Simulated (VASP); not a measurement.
Wanted: the native input for a VASP 6.6.1 run.

```
Task                   : single point
Functional             : r2SCAN
Potentials or basis    : VASP PAW PBE potentials, release 64 (Cd, Ag)
Cutoff                 : 520 eV
k mesh                 : 10 × 10 × 10
Occupations            : fermi-dirac, width 0.1 eV
Spin                   : no spin polarisation
Dipole correction      : no
Further INCAR settings : ALGO = Normal; EDIFF = 1e-06; NBANDS = 18
```

Crystal: CdAg.

```
CELL_PARAMETERS angstrom
3.27735 0.00000 0.00000
0.00000 3.27735 0.00000
0.00000 0.00000 3.27735
ATOMIC_POSITIONS crystal
Cd 0.50000 0.50000 0.50000
Ag 0.00000 0.00000 0.00000
```

The input as run:

POSCAR

```
CdAg
1.0
    3.2773511700      0.0000000000      0.0000000000
    0.0000000000      3.2773511700      0.0000000000
    0.0000000000      0.0000000000      3.2773511700
Cd Ag
1 1
Direct
    0.5000000000      0.5000000000      0.5000000000
    0.0000000000      0.0000000000      0.0000000000
```

INCAR.step1

```
SYSTEM = CdAg
  PREC = Accurate
  ENCUT = 520
  ISMEAR = -1
  SIGMA = 0.1
  LREAL = .False.
  LASPH = .True.
  NELM = 100
  NBANDS = 18
  GGA = PE
  ALGO = Normal
  EDIFF = 1E-4
  LWAVE = .True.
  LCHARG = .False.
```

INCAR.step2

```
SYSTEM = CdAg
  PREC = Accurate
  ENCUT = 520
  EDIFF = 1E-6
  ISMEAR = -1
  SIGMA = 0.1
  LREAL = .False.
  LASPH = .True.
  NELM = 100
  ALGO = Normal
  ISIF = 2
  LWAVE = .False.
  LCHARG = .False.
  METAGGA = R2SCAN
  LMIXTAU = .True.
  NBANDS = 18
  ISTART = 1
```

KPOINTS

```
Automatic mesh
0
Gamma
  10 10 10
  0 0 0
```

Potentials or basis: VASP PAW PBE potentials, release 64 (Cd, Ag).

Run with:

```bash
$ cat potpaw_PBE.64/Cd/POTCAR potpaw_PBE.64/Ag/POTCAR > POTCAR
$ cp INCAR.step1 INCAR
$ mpirun -np 1 vasp_std > vasp.out
$ cp INCAR.step2 INCAR
$ mpirun -np 1 vasp_std > vasp.out
```

Results of the run:

* Pressure: 7.0 GPa

Caveat: the PAW data sets were made with another functional, which shifts forces and pressure a little.

Run time: 100 s on 1 thread of AMD EPYC 7R13, with other jobs on the host, peak memory 0.14 GiB.
